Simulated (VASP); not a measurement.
Here is a VASP 6.6.1 calculation.

INCAR

```
SYSTEM = TiO2
PREC = Accurate
ENCUT = 520
EDIFF = 1E-6
ISMEAR = -1
SIGMA = 0.05
LREAL = .False.
LASPH = .True.
NELM = 100
ALGO = Normal
ISIF = 2
LWAVE = .False.
LCHARG = .False.
GGA = PE
ALDAC = 0.0
AGGAC = 0.0
NBANDS = 60
```

The input KPOINTS:

```
regular mesh
0
Gamma
  8 8 4
  0 0 0
```

Contents of POSCAR:

```
TiO2
1.0
    6.0704105496     -1.8580131025      0.0000000000
    6.0704105496      1.8580131025      0.0000000000
   -1.9022644521      0.0000000000      6.2434298064
Ti O
4 8
Direct
    0.9000710000      0.9000710000      0.2896020000
    0.1952860000      0.1952860000      0.2837620000
    0.0999290000      0.0999290000      0.7103980000
    0.8047140000      0.8047140000      0.7162380000
    0.3619310000      0.3619310000      0.2933970000
    0.2634885000      0.2634885000      0.6525000000
    0.8671885000      0.8671885000      0.9952910000
    0.7365115000      0.7365115000      0.3475000000
    0.9416475000      0.9416475000      0.6300210000
    0.1328115000      0.1328115000      0.0047090000
    0.6380690000      0.6380690000      0.7066030000
    0.0583525000      0.0583525000      0.3699790000
```

Potentials or basis: VASP PAW PBE potentials, release 64 (Ti_sv, O).

Launch:

```bash
$ cat potpaw_PBE.64/Ti_sv/POTCAR potpaw_PBE.64/O/POTCAR > POTCAR
$ mpirun -np 1 vasp_std > vasp.out
```

Q: What does it give for the pressure?

A: 24.8 GPa.

Q: Estimate the largest force.

A: 0.479 eV/Å.

Q: Estimate the band gap on the k mesh.

A: 2.91 eV (least direct gap 3.09 eV).

Stress tensor (GPa, compression positive):
```
24.75  0.00  0.18
 0.00 23.72  0.00
 0.18  0.00 25.84
```

Caveat: the cell stands under pressure. A k mesh can miss the band edges.
